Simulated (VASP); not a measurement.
# Ge in VASP: a series of runs

The runs below take Ge through single point, with PBE, r2SCAN.

Program: VASP 6.6.1. These are calculated values, not measurements. Logs are shortened: lines on timing, memory, paths and dates and some standing lists are left out, and cuts for length are marked.

### 1 The cell of the first run

The structure is cubic, space group Fd-3m (No. 227). Conventional cell: a = 5.577 Å, b = 5.577 Å, c = 5.577 Å, α = 90.00°, β = 90.00°, γ = 90.00°. Ge (site symmetry -43m) has 4 Ge at 2.41 Å within 3.2 Å.

### 2 Single point, PBE (strain -1.7%)

INCAR reads:

```
SYSTEM = Ge
PREC = Accurate
ENCUT = 520
EDIFF = 1E-6
ISMEAR = -1
SIGMA = 0.02
LREAL = .False.
LASPH = .True.
NELM = 100
ALGO = Normal
ISIF = 2
LWAVE = .False.
LCHARG = .False.
GGA = PE
NBANDS = 21
```

KPOINTS reads:

```
Automatic mesh
0
Gamma
  8 8 8
  0 0 0
```

POSCAR reads:

```
Ge
1.0
    0.0000000000      2.7883629751      2.7883629751
    2.7883629751      0.0000000000      2.7883629751
    2.7883629751      2.7883629751      0.0000000000
Ge
2
Direct
    0.0000000000      0.0000000000      0.0000000000
    0.2500000000      0.2500000000      0.2500000000
```

Potentials or basis: VASP PAW PBE potentials, release 64 (Ge_d).

On the command line:

```
cat potpaw_PBE.64/Ge_d/POTCAR > POTCAR
mpirun -np 1 vasp_std > vasp.out
```

OUTCAR:

```text
SYSTEM = Ge
   PREC = Accurate
   ENCUT = 520
   EDIFF = 1E-6
   ISMEAR = -1
   LREAL = .False.
   LASPH = .True.
   NELM = 100
   ISIF = 2
   GGA = PE

 ion  position               nearest neighbor table
   1  0.000  0.000  0.000-   2 2.41   2 2.41   2 2.41   2 2.41
   2  0.250  0.250  0.250-   1 2.41   1 2.41   1 2.41   1 2.41

  LATTYP: Found a face centered cubic cell.
 ALAT       =     5.5767259502

  Lattice vectors:

 A1 = (   0.0000000000,   2.7883629751,   2.7883629751)
 A2 = (   2.7883629751,   0.0000000000,   2.7883629751)
 A3 = (   2.7883629751,   2.7883629751,   0.0000000000)

Analysis of symmetry for initial positions (statically):
=====================================================================
 Subroutine PRICEL returns:
 Original cell was already a primitive cell.

 Routine SETGRP: Setting up the symmetry group for a
 face centered cubic supercell.

 Subroutine GETGRP returns: Found 48 space group operations
 (whereof 24 operations were pure point group operations)
 out of a pool of 48 trial point group operations.

The static configuration has the point symmetry T_d .
 The point group associated with its full space group is O_h .

Analysis of symmetry for dynamics (positions and initial velocities):
=====================================================================
 Subroutine PRICEL returns:
 Original cell was already a primitive cell.

 Routine SETGRP: Setting up the symmetry group for a
 face centered cubic supercell.

 Subroutine GETGRP returns: Found 48 space group operations
 (whereof 24 operations were pure point group operations)
 out of a pool of 48 trial point group operations.

The dynamic configuration has the point symmetry T_d .
 The point group associated with its full space group is O_h .

 Subroutine INISYM returns: Found 48 space group operations
 (whereof 24 operations are pure point group operations),
 and found     1 'primitive' translations

----------------------------------------------------------------------------------------

                                     Primitive cell

  volume of cell :      43.3589

  direct lattice vectors                    reciprocal lattice vectors
     0.000000000  2.788362975  2.788362975    -0.179316683  0.179316683  0.179316683
     2.788362975  0.000000000  2.788362975     0.179316683 -0.179316683  0.179316683
     2.788362975  2.788362975  0.000000000     0.179316683  0.179316683 -0.179316683
[... 80 lines left out ...]
   LSORBIT =      F    spin-orbit coupling
   LASPH  =      T    aspherical Exc in radial PAW
   ENCUT  =  520.0 eV  38.22 Ry    6.18 a.u.   7.33  7.33  7.33*2*pi/ulx,y,z
   NELM   =    100;   NELMIN=  2; NELMDL= -5     # of ELM steps
   EDIFF  = 0.1E-05   stopping-criterion for ELM
   LREAL  =      F    real-space projection
   EDIFFG = 0.1E-04   stopping-criterion for IOM
   NSW    =      0    number of steps for IOM
   IBRION =     -1    ionic relax: 0-MD 1-quasi-New 2-CG
   NFREE  =      0    steps in history (QN), initial steepest desc. (CG)
   ISIF   =      2    stress and relaxation
   ISYM   =      2    0-nonsym 1-usesym 2-fastsym
   POTIM  = 0.5000    time-step for ionic-motion
   TEBEG  =    0.0;   TEEND  =   0.0 temperature during run
   PSTRESS=    0.0 pullay stress
   NELECT =      28.0000    total number of electrons
   NUPDOWN=      -1.0000    fix difference up-down
   EMIN   =  10.00;   EMAX   =-10.00  energy-range for DOS
   EFERMI =   0.00;   METHOD = LEGACY
   ISMEAR =    -1;   SIGMA  =   0.02  broadening in eV -4-tet -1-fermi 0-gaus
   EFERMI_NEDOS =   21; number of points for ismear=-14 and -15
   IALGO  =     38    algorithm
   IMIX   =      4    mixing-type and parameters
     AMIX     =   0.40;   BMIX     =  1.00
     AMIX_MAG =   1.60;   BMIX_MAG =  1.00
  volume/ion in A,a.u.               =      21.68       146.30
  Fermi-wavevector in a.u.,A,eV,Ry     =   1.415038  2.674035 27.243401  2.002333
  Thomas-Fermi vector in A             =   2.536518
   LORBIT       =      0    0 simple, 1 ext, 2 COOP (PROOUT), +10 PAW based schemes
   GGA     = PE    functional components
   LHFCALC =     F    Hartree Fock is set to
   AEXX    =    0.0000 exact exchange contribution
   IVDW    =     0    specifies the selected vdW correction
   LEPSILON=     F    determine dielectric tensor
   LRPA    =     F    only Hartree local field effects (RPA)
 non-spin polarized calculation
  energy-cutoff  :      520.00
  volume of cell :       43.36
 maximum number of plane-waves:      1211
 NGX is ok and might be reduce to    30
   NGX = 15   NGY = 15   NGZ = 15

 number of electron      28.0000018 magnetization

 Free energy of the ion-electron system (eV)
  ---------------------------------------------------
  ext. energy  EPLUGINS =         0.00000000
  ---------------------------------------------------
  free energy    TOTEN  =        -8.93544661 eV

  energy without entropy =       -8.93544499  energy(sigma->0) =       -8.93544580

 E-fermi :   5.5845     XC(G=0): -10.1305

 val. band max:        5.4271894712   @ k =   0.0000   0.0000   0.0000
 cond. band min:       5.7476616192   @ k =   0.5000   0.0000   0.0000
 fundamental gap:      0.3204721480
 Fermi energy:         5.5845101216

 k-point     1 :       0.0000    0.0000    0.0000
  band No.  band energies     occupation
      1     -19.4552      2.00000
      2     -19.4552      2.00000
      3     -19.4552      2.00000
      4     -19.4155      2.00000
      5     -19.4155      2.00000
      6     -19.1804      2.00000
[... 565 lines left out ...]
     20      16.5305      0.00000
     21      17.1670      0.00000

 [... further k-points ...]

------------------------ aborting loop because EDIFF is reached ----------------------------------------

  FORCE on cell =-STRESS in cart. coord.  units (eV):
  Direction    XX          YY          ZZ          XY          YZ          ZX
  --------------------------------------------------------------------------------------
  -------------------------------------------------------------------------------------
  Total        1.9277902      1.9277902      1.9277902      0.0000000      0.0000000      0.0000000
  in kB       71.2348361     71.2348361     71.2348361      0.0000000      0.0000000      0.0000000
  external PRESSURE =      71.2348361 kB  Pullay stress =       0.0000000 kB

 VOLUME and BASIS-vectors are now :
 -----------------------------------------------------------------------------
  energy-cutoff  :      520.00
  volume of cell :       43.36
      direct lattice vectors                 reciprocal lattice vectors
     0.000000000  2.788362975  2.788362975    -0.179316683  0.179316683  0.179316683
     2.788362975  0.000000000  2.788362975     0.179316683 -0.179316683  0.179316683
     2.788362975  2.788362975  0.000000000     0.179316683  0.179316683 -0.179316683

 POSITION                                       TOTAL-FORCE (eV/Angst)
 -----------------------------------------------------------------------------------
      0.00000      0.00000      0.00000         0.000000      0.000000      0.000000
      1.39418      1.39418      1.39418        -0.000000     -0.000000     -0.000000
 -----------------------------------------------------------------------------------
    total drift:                                0.000000     -0.000000      0.000000

  FREE ENERGIE OF THE ION-ELECTRON SYSTEM (eV)
  ---------------------------------------------------
  free  energy   TOTEN  =        -8.9354466131 eV

  energy  without entropy=       -8.9354449917  energy(sigma->0) =       -8.93544580
```

stdout:

```text
POSCAR found type information on POSCAR Ge
 POSCAR found :  1 types and       2 ions
 scaLAPACK will be used
 LDA part: xc-table for (Slater+PW92), standard interpolation
 POSCAR, INCAR and KPOINTS ok, starting setup
 FFT: planning ... GRIDC
 FFT: planning ... GRID_SOFT
 FFT: planning ... GRID
 WAVECAR not read
 entering main loop
```

It took 36 s on 1 thread of Intel Xeon Platinum 8259CL at 2.50GHz (Skylake/Cascade Lake), shared host; peak memory 0.17 GiB.

What came out:

* Free energy: -8.9354 eV
* Pressure: 7.1 GPa
* Band gap on the k mesh: 0.32 eV (least direct gap 0.44 eV)

Levels at points of the mesh, in eV from the valence-band top:
```csv
k point,band 11,band 12,band 13,band 14,band 15,band 16,band 17,band 18
"(0.00, 0.00, 0.00)",-13.11,0.00,0.00,0.00,0.44,2.57,2.57,2.57
"(0.50, 0.00, 0.00)",-10.91,-7.81,-1.47,-1.47,0.32,3.77,3.77,7.15
"(0.50, 0.50, 0.00)",-9.06,-9.06,-3.23,-3.23,0.69,0.69,9.88,9.88
```

Caveat: the cell differs from its parent crystal (strain -1.7%); the cell stands under pressure.

### 3 Single point, r2SCAN (strain -1.7%)

POSCAR is that of step 2.

INCAR.step1 reads:

```
PREC = Accurate ; ENCUT = 520
ISMEAR = 0 ; SIGMA = 0.01
LREAL = False ; LASPH = True
NELM = 60 ; NBANDS = 21
GGA = PE ; ALGO = Normal
EDIFF = 1E-4 ; LWAVE = True
LCHARG = False
```

INCAR.step2 reads:

```
PREC = Accurate ; ENCUT = 520
EDIFF = 1E-6 ; ISMEAR = 0
SIGMA = 0.01 ; LREAL = False
LASPH = True ; NELM = 60
ALGO = Normal ; ISIF = 2
LWAVE = False ; LCHARG = True
METAGGA = R2SCAN ; LMIXTAU = True
LELF = True ; LVHAR = True
NBANDS = 21 ; ISTART = 1
```

KPOINTS reads:

```
Automatic mesh
0
Gamma
  8 8 8
```

Potentials or basis: VASP PAW PBE potentials, release 64 (Ge_d).

On the command line:

```
cat potpaw_PBE.64/Ge_d/POTCAR > POTCAR
cp INCAR.step1 INCAR
mpirun -np 1 vasp_std > vasp.out
cp INCAR.step2 INCAR
mpirun -np 1 vasp_std > vasp.out
```

It took 1.9 min on 1 thread of Intel Xeon Platinum 8259CL at 2.50GHz (Skylake/Cascade Lake), shared host; peak memory 0.18 GiB.

It converged, with:

```
Free energy            : -27.7057 eV
Pressure               : 4.3 GPa
Band gap on the k mesh : 0.59 eV (least direct gap 0.83 eV)
```

Levels at points of the mesh, in eV from the valence-band top:
```
           k point  band 10  band 11  band 12  band 13  band 14  band 15  band 16  band 17  band 18  band 19
(0.00, 0.00, 0.00)   -25.25   -13.66     0.00     0.00     0.00     0.83     2.73     2.73     2.73     7.19
(0.50, 0.00, 0.00)   -25.23   -11.35    -8.09    -1.56    -1.56     0.59     4.02     4.02     7.69    11.52
(0.50, 0.50, 0.00)   -25.21    -9.39    -9.39    -3.39    -3.39     0.92     0.92    10.49    10.49    12.82
```

Caveat: the cell differs from its parent crystal (strain -1.7%); the cell stands under pressure; the PAW data sets were made with another functional, which shifts forces and pressure a little.

### 4 Single point, r2SCAN (uniaxial x strain +5.4%)

POSCAR reads:

```
Ge
1.0
    0.0000000000      2.8368735121      2.8368735121
    2.9911994312      0.0000000000      2.8368735121
    2.9911994312      2.8368735121      0.0000000000
Ge
2
Direct
    0.0000000000      0.0000000000      0.0000000000
    0.2500000000      0.2500000000      0.2500000000
```

INCAR.step1 reads:

```
SYSTEM = Ge
  PREC = Accurate
  ENCUT = 520
  ISMEAR = -1
  SIGMA = 0.02
  LREAL = .FALSE.
  LASPH = .TRUE.
  NELM = 100
  NBANDS = 21
  GGA = PE
  ALGO = Normal
  EDIFF = 1E-4
  LWAVE = .TRUE.
  LCHARG = .FALSE.
```

INCAR.step2 reads:

```
SYSTEM = Ge
  PREC = Accurate
  ENCUT = 520
  EDIFF = 1E-6
  ISMEAR = -1
  SIGMA = 0.02
  LREAL = .FALSE.
  LASPH = .TRUE.
  NELM = 100
  ALGO = Normal
  ISIF = 2
  LWAVE = .FALSE.
  LCHARG = .FALSE.
  METAGGA = R2SCAN
  LMIXTAU = .TRUE.
  NBANDS = 21
  ISTART = 1
```

KPOINTS reads:

```
Automatic mesh
0
G
  8 8 8
  0 0 0
```

On the command line:

```
cat potpaw_PBE.64/Ge_d/POTCAR > POTCAR
cp INCAR.step1 INCAR
mpirun -np 1 vasp_std > vasp.out
cp INCAR.step2 INCAR
mpirun -np 1 vasp_std > vasp.out
```

Wall time 2.9 min (1 thread of Intel Xeon Platinum 8259CL at 2.50GHz (Skylake/Cascade Lake), shared host); peak memory 0.2 GiB.

The run converged. Its results:

```yaml
Free_energy: -27.6881 eV
Pressure: -3.2 GPa
Band_gap_on_the_k_mesh: zero (filled and empty bands touch)
```

Stress tensor (GPa, compression positive):
```
-6.15  0.00  0.00
 0.00 -1.72  0.00
 0.00  0.00 -1.72
```

Levels at points of the mesh, in eV from the Fermi level:
```csv
k point,band 12,band 13,band 14,band 15,band 16,band 17
"(0.00, 0.00, 0.00)",-0.43,-0.34,0.01,0.01,2.47,2.47
"(0.50, 0.00, 0.00)",-7.72,-1.76,-1.28,0.06,3.74,3.97
"(0.50, 0.50, 0.00)",-9.04,-3.26,-3.26,0.76,0.76,9.31
"(0.00, 0.50, 0.50)",-9.28,-2.90,-2.90,1.20,1.20,9.38
```

Caveat: the cell differs from its parent crystal (uniaxial x strain +5.4%); the cell stands under tension; semilocal functionals underestimate gaps, so a narrow gap can read as zero; the PAW data sets were made with another functional, which shifts forces and pressure a little.

### 5 The runs side by side

| level | cell | smearing | gap on the mesh (eV) | pressure (GPa) |
| --- | --- | --- | --- | --- |
| PBE | a = 3.943 Å, angles 60.0°, 2 atoms | fermi-dirac 0.02 eV | 0.32 | 7.1 |
| r2SCAN | a = 3.943 Å, angles 60.0°, 2 atoms | gaussian 0.01 eV | 0.59 | 4.3 |
| r2SCAN | a = 4.012, b = 4.123, c = 4.123 Å, angles 58.2, 60.9, 60.9°, 2 atoms | fermi-dirac 0.02 eV | none | -3.2 |

Alike in all rows: task single point; potentials or basis VASP PAW PBE potentials, release 64 (Ge_d); no spin polarisation; k mesh 8 × 8 × 8; cutoff (eV) 520.

Caveats: the cell stands under pressure (at least some runs); the PAW data sets were made with another functional, which shifts forces and pressure a little (at least some runs); the cell stands under tension (at least some runs); semilocal functionals underestimate gaps, so a narrow gap can read as zero (at least some runs).

Total energies depend on the potentials used, so only differences within one code and one set of settings carry meaning.
